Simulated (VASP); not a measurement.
# Fe5Co (P-62m) in VASP: single point with PBE

Aim: the single point of Fe5Co with PBE.

Program: VASP 6.6.1. These are calculated values, not measurements. Logs are shortened: lines on timing, memory, paths and dates and some standing lists are left out, and cuts for length are marked.

### Step 1. The cell of the first run

Symmetry: P-62m, No. 189, hexagonal system. The conventional cell has a = 4.339 Å, b = 4.339 Å, c = 4.355 Å, α = 90.00°, β = 90.00°, γ = 120.00°. Fe (site symmetry m2m) has 10 Fe at 2.50 to 2.61 Å and 2 Co at 2.61 Å within 3.3 Å. Within 3.3 Å of Fe (site symmetry -6) lie 3 Co at 2.51 Å and 9 Fe at 2.51 to 2.61 Å. Co (site symmetry -62m) has 12 Fe at 2.51 to 2.61 Å within 3.3 Å.

### Step 2. Single point, PBE, collinear spin, ferromagnetic start

Input file INCAR:

```
  PREC = Accurate
  ENCUT = 520
  EDIFF = 1E-6
  ISMEAR = 0
  SIGMA = 0.1
  LREAL = False
  LASPH = True
  NELM = 150
  ALGO = Normal
  ISIF = 2
  LWAVE = False
  LCHARG = False
  ISPIN = 2
  MAGMOM = 2.87 2.87 2.87 2.87 2.87 1.86
  LORBIT = 11
  LMAXMIX = 4
  GGA = PE
  NBANDS = 38
```

Input file KPOINTS:

```
Automatic mesh
0
Gamma
  8 9 9
```

Input file POSCAR:

```
Fe5Co
1.0
    0.0000000000      0.0000000000     -4.3554298656
   -3.7578128672     -2.1695742704      0.0000000000
    0.0000000000      4.3391485409      0.0000000000
Fe Co
5 1
Direct
    0.7500000000      0.3333333333      0.3330226046
    0.7500000000      0.6663559379      0.0000000000
    0.7500000000      0.0003107288      0.6669773954
    0.2500000000      0.6666666667      0.6666666667
    0.2500000000      0.0000000000      0.3333333333
    0.2500000000      0.3333333333      1.0000000000
```

Potentials or basis: VASP PAW PBE potentials, release 64 (Fe, Co).

On the command line:

```console
$ cat potpaw_PBE.64/Fe/POTCAR potpaw_PBE.64/Co/POTCAR > POTCAR
$ mpirun -np 1 vasp_std > vasp.out
```

OUTCAR:

```text
PREC = Accurate
   ENCUT = 520
   EDIFF = 1E-6
   ISMEAR = 0
   LREAL = False
   LASPH = True
   NELM = 150
   ISIF = 2
   ISPIN = 2
   LORBIT = 11
   GGA = PE

 ion  position               nearest neighbor table
   1  0.750  0.333  0.333-   2 2.50   3 2.50   3 2.51   2 2.51   2 2.51   3 2.51   6 2.61   6 2.61
                             5 2.61   5 2.61   4 2.61   4 2.61
   2  0.750  0.666  0.000-   3 2.50   1 2.50   1 2.51   1 2.51   3 2.51   3 2.51   6 2.61   6 2.61
                             4 2.61   4 2.61   5 2.61   5 2.61
   3  0.750  0.000  0.667-   2 2.50   1 2.50   1 2.51   2 2.51   2 2.51   1 2.51   6 2.61   6 2.61
                             5 2.61   5 2.61   4 2.61   4 2.61
   4  0.250  0.667  0.667-   6 2.51   5 2.51   5 2.51   6 2.51   5 2.51   6 2.51   2 2.61   2 2.61
                             3 2.61   3 2.61   1 2.61   1 2.61
   5  0.250  0.000  0.333-   6 2.51   4 2.51   4 2.51   4 2.51   6 2.51   6 2.51   1 2.61   1 2.61
                             3 2.61   3 2.61   2 2.61   2 2.61
   6  0.250  0.333  0.000-   5 2.51   4 2.51   4 2.51   5 2.51   5 2.51   4 2.51   3 2.61   3 2.61
                             2 2.61   2 2.61   1 2.61   1 2.61

  LATTYP: Found a hexagonal cell.
 ALAT       =     4.3391485409
 C/A-ratio  =     1.0037521935

  Lattice vectors:

 A1 = (  -3.7578128672,  -2.1695742704,   0.0000000000)
 A2 = (   0.0000000000,   4.3391485409,   0.0000000000)
 A3 = (   0.0000000000,   0.0000000000,  -4.3554298656)

Analysis of symmetry for initial positions (statically):
=====================================================================
 Subroutine PRICEL returns:
 Original cell was already a primitive cell.

 Routine SETGRP: Setting up the symmetry group for a
 hexagonal supercell.

 Subroutine GETGRP returns: Found 12 space group operations
 (whereof  2 operations were pure point group operations)
 out of a pool of 24 trial point group operations.

The static configuration has the point symmetry C_1h.
 The point group associated with its full space group is D_3h.

Analysis of symmetry for dynamics (positions and initial velocities):
=====================================================================
 Subroutine PRICEL returns:
 Original cell was already a primitive cell.

 Routine SETGRP: Setting up the symmetry group for a
 hexagonal supercell.

 Subroutine GETGRP returns: Found 12 space group operations
 (whereof  2 operations were pure point group operations)
 out of a pool of 24 trial point group operations.

The dynamic configuration has the point symmetry C_1h.
 The point group associated with its full space group is D_3h.

Analysis of structural, dynamic, and magnetic symmetry:
=====================================================================
 Subroutine PRICEL returns:
 Original cell was already a primitive cell.

 Routine SETGRP: Setting up the symmetry group for a
 hexagonal supercell.

 Subroutine GETGRP returns: Found 12 space group operations
 (whereof  2 operations were pure point group operations)
 out of a pool of 24 trial point group operations.

The overall configuration has the point symmetry C_1h.
 The point group associated with its full space group is D_3h.

 Subroutine INISYM returns: Found 12 space group operations
 (whereof  2 operations are pure point group operations),
 and found     1 'primitive' translations

----------------------------------------------------------------------------------------

                                     Primitive cell

  volume of cell :      71.0184

  direct lattice vectors                    reciprocal lattice vectors
     0.000000000  0.000000000 -4.355429866     0.000000000  0.000000000 -0.229598462
    -3.757812867 -2.169574270  0.000000000    -0.266112240  0.000000000  0.000000000
     0.000000000  4.339148541  0.000000000    -0.133056120  0.230459960  0.000000000

  length of vectors
     4.355429866  4.339148541  4.339148541     0.229598462  0.266112240  0.266112240

  position of ions in fractional coordinates (direct lattice)
     0.750000000  0.333333333  0.333022605
     0.750000000  0.666355938  0.000000000
     0.750000000  0.000310729  0.666977395
     0.250000000  0.666666667  0.666666667
     0.250000000  0.000000000  0.333333333
     0.250000000  0.333333333  0.000000000

  ion indices of the primitive-cell ions
   primitive index   ion index
                 1           1
                 2           2
                 3           3
[... 58 lines left out ...]
   number of dos      NEDOS =    301   number of ions     NIONS =      6
   total plane-waves  NPLWV =  32768
   dimension x,y,z NGX =    32 NGY =   32 NGZ =   32
   dimension x,y,z NGXF=    64 NGYF=   64 NGZF=   64
   ions per type =               5   1
   NGX,Y,Z   is equivalent  to a cutoff of  12.21, 12.26, 12.26 a.u.
   NGXF,Y,Z  is equivalent  to a cutoff of  24.43, 24.52, 24.52 a.u.
 SYSTEM =  unknown system
   PREC   = accura    normal or accurate (medium, high low for compatibility)
   ISTART =      0    job   : 0-new  1-cont  2-samecut
   ICHARG =      2    charge: 1-file 2-atom 10-const
   ISPIN  =      2    spin polarized calculation?
   LNONCOLLINEAR =      F non collinear calculations
   LSORBIT =      F    spin-orbit coupling
   LASPH  =      T    aspherical Exc in radial PAW
   ENCUT  =  520.0 eV  38.22 Ry    6.18 a.u.   8.10  8.07  8.07*2*pi/ulx,y,z
   NELM   =    150;   NELMIN=  2; NELMDL= -5     # of ELM steps
   EDIFF  = 0.1E-05   stopping-criterion for ELM
   LREAL  =      F    real-space projection
   EDIFFG = 0.1E-04   stopping-criterion for IOM
   NSW    =      0    number of steps for IOM
   IBRION =     -1    ionic relax: 0-MD 1-quasi-New 2-CG
   NFREE  =      0    steps in history (QN), initial steepest desc. (CG)
   ISIF   =      2    stress and relaxation
   ISYM   =      2    0-nonsym 1-usesym 2-fastsym
   POTIM  = 0.5000    time-step for ionic-motion
   TEBEG  =    0.0;   TEEND  =   0.0 temperature during run
   PSTRESS=    0.0 pullay stress
   NELECT =      49.0000    total number of electrons
   NUPDOWN=      -1.0000    fix difference up-down
   EMIN   =  10.00;   EMAX   =-10.00  energy-range for DOS
   EFERMI =   0.00;   METHOD = LEGACY
   ISMEAR =     0;   SIGMA  =   0.10  broadening in eV -4-tet -1-fermi 0-gaus
   EFERMI_NEDOS =   21; number of points for ismear=-14 and -15
   IALGO  =     38    algorithm
   IMIX   =      4    mixing-type and parameters
     AMIX     =   0.40;   BMIX     =  1.00
     AMIX_MAG =   1.60;   BMIX_MAG =  1.00
  volume/ion in A,a.u.               =      11.84        79.88
  Fermi-wavevector in a.u.,A,eV,Ry     =   1.446605  2.733687 28.472450  2.092666
  Thomas-Fermi vector in A             =   2.564655
   LORBIT       =     11    0 simple, 1 ext, 2 COOP (PROOUT), +10 PAW based schemes
   GGA     = PE    functional components
   LHFCALC =     F    Hartree Fock is set to
   AEXX    =    0.0000 exact exchange contribution
   IVDW    =     0    specifies the selected vdW correction
   LEPSILON=     F    determine dielectric tensor
   LRPA    =     F    only Hartree local field effects (RPA)
 spin polarized calculation
 Gauss-broadening in eV      SIGMA  =   0.10
  energy-cutoff  :      520.00
  volume of cell :       71.02
 maximum number of plane-waves:      1932
   NGX = 17   NGY = 17   NGZ = 17

 number of electron      48.9999982 magnetization      14.4274373

 Free energy of the ion-electron system (eV)
  ---------------------------------------------------
  ext. energy  EPLUGINS =         0.00000000
  ---------------------------------------------------
  free energy    TOTEN  =       -47.33450820 eV

  energy without entropy =      -47.30722309  energy(sigma->0) =      -47.32086565

 E-fermi :   6.1891     XC(G=0): -12.8691

 val. band max:        6.1841753773   @ k =   0.2500   0.3333   0.3333
 cond. band min:       6.2044787225   @ k =   0.1250   0.2222   0.1111
 fundamental gap:      0.0203033452
 Fermi energy:         6.1890833787

 spin component 1

 k-point     1 :       0.0000    0.0000    0.0000
  band No.  band energies     occupation
      1      -2.2476      1.00000
      2       1.2817      1.00000
      3       2.1571      1.00000
      4       2.1571      1.00000
      5       2.6948      1.00000
      6       2.6948      1.00000
[... 925 lines left out ...]
     35       7.4233      0.00000
     36       8.7034      0.00000

 [... further k-points ...]

 spin component 2

 k-point     1 :       0.0000    0.0000    0.0000
  band No.  band energies     occupation
      1      -2.0220      1.00000
      2       2.4442      1.00000
      3       4.1211      1.00000
      4       4.1211      1.00000
      5       4.1358      1.00000
      6       4.1633      1.00000
[... 925 lines left out ...]
     35       9.3488      0.00000
     36       9.8966      0.00000

 [... further k-points ...]

 [bands above 36 left out]

------------------------ aborting loop because EDIFF is reached ----------------------------------------

  FORCE on cell =-STRESS in cart. coord.  units (eV):
  Direction    XX          YY          ZZ          XY          YZ          ZX
  --------------------------------------------------------------------------------------
  -------------------------------------------------------------------------------------
  Total       -0.0713073     -0.0713073     -0.0828282      0.0000000      0.0000000      0.0000000
  in kB       -1.6086946     -1.6086946     -1.8686071      0.0000000      0.0000000      0.0000000
  external PRESSURE =      -1.6953321 kB  Pullay stress =       0.0000000 kB

 VOLUME and BASIS-vectors are now :
 -----------------------------------------------------------------------------
  energy-cutoff  :      520.00
  volume of cell :       71.02
      direct lattice vectors                 reciprocal lattice vectors
     0.000000000  0.000000000 -4.355429866     0.000000000  0.000000000 -0.229598462
    -3.757812867 -2.169574270  0.000000000    -0.266112240  0.000000000  0.000000000
     0.000000000  4.339148541  0.000000000    -0.133056120  0.230459960  0.000000000

 POSITION                                       TOTAL-FORCE (eV/Angst)
 -----------------------------------------------------------------------------------
     -1.25260      0.72184     -3.26657         0.000000     -0.001906      0.000000
     -2.50404     -1.44571     -3.26657         0.001650      0.000953      0.000000
     -0.00117      2.89344     -3.26657        -0.001650      0.000953     -0.000000
     -2.50521      1.44638     -1.08886        -0.000000      0.000000      0.000000
      0.00000      1.44638     -1.08886         0.000000      0.000000      0.000000
     -1.25260     -0.72319     -1.08886         0.000000      0.000000     -0.000000
 -----------------------------------------------------------------------------------
    total drift:                                0.000025      0.000012     -0.000000

  FREE ENERGIE OF THE ION-ELECTRON SYSTEM (eV)
  ---------------------------------------------------
  free  energy   TOTEN  =       -47.3345082000 eV

  energy  without entropy=      -47.3072230928  energy(sigma->0) =      -47.32086565

 total charge

# of ion       s       p       d       tot
------------------------------------------
    1        0.478   0.497   6.214   7.189
    2        0.478   0.497   6.214   7.189
    3        0.478   0.497   6.214   7.189
    4        0.475   0.498   6.192   7.165
    5        0.475   0.498   6.192   7.165
    6        0.477   0.485   7.248   8.211
--------------------------------------------------
tot          2.860   2.972  38.275  44.107

 magnetization (x)

# of ion       s       p       d       tot
------------------------------------------
    1       -0.014  -0.037   2.566   2.515
    2       -0.014  -0.037   2.566   2.515
    3       -0.014  -0.037   2.566   2.515
    4       -0.014  -0.040   2.660   2.606
    5       -0.014  -0.040   2.660   2.606
    6       -0.025  -0.054   1.722   1.642
--------------------------------------------------
tot         -0.095  -0.245  14.740  14.399
```

It took 3.7 min on 1 thread of Intel Xeon Platinum 8375C at 2.90GHz (Ice Lake), shared host; peak memory 0.36 GiB.

What came out:

```
Free energy                                           : -47.3345 eV
Pressure                                              : -0.2 GPa
Net moment                                            : 14.43 μB per cell
Site moments                                          : Fe +2.52, +2.61; Co +1.64 μB
Valence electrons inside the program's atomic spheres : Fe 7.19, 7.17; Co 8.21
```

Levels at points of the mesh, in eV from the Fermi level:
Spin up:
| k point | band 28 | band 29 | band 30 | band 31 | band 32 | band 33 | band 34 | band 35 | band 36 | band 37 |
| --- | --- | --- | --- | --- | --- | --- | --- | --- | --- | --- |
| (0.00, 0.00, 0.00) | -0.76 | -0.76 | -0.76 | -0.74 | -0.74 | 4.88 | 4.88 | 5.25 | 5.60 | 5.69 |
| (0.50, 0.00, 0.00) | -0.98 | -0.62 | -0.53 | -0.50 | -0.50 | 5.84 | 5.84 | 5.95 | 5.99 | 7.23 |
Spin down:
| k point | band 14 | band 15 | band 16 | band 17 | band 18 | band 19 | band 20 | band 21 |
| --- | --- | --- | --- | --- | --- | --- | --- | --- |
| (0.00, 0.00, 0.00) | -0.62 | -0.39 | -0.38 | -0.22 | -0.22 | 0.22 | 0.22 | 0.36 |
| (0.50, 0.00, 0.00) | -1.05 | -0.98 | -0.97 | -0.18 | -0.18 | 0.04 | 0.04 | 0.57 |
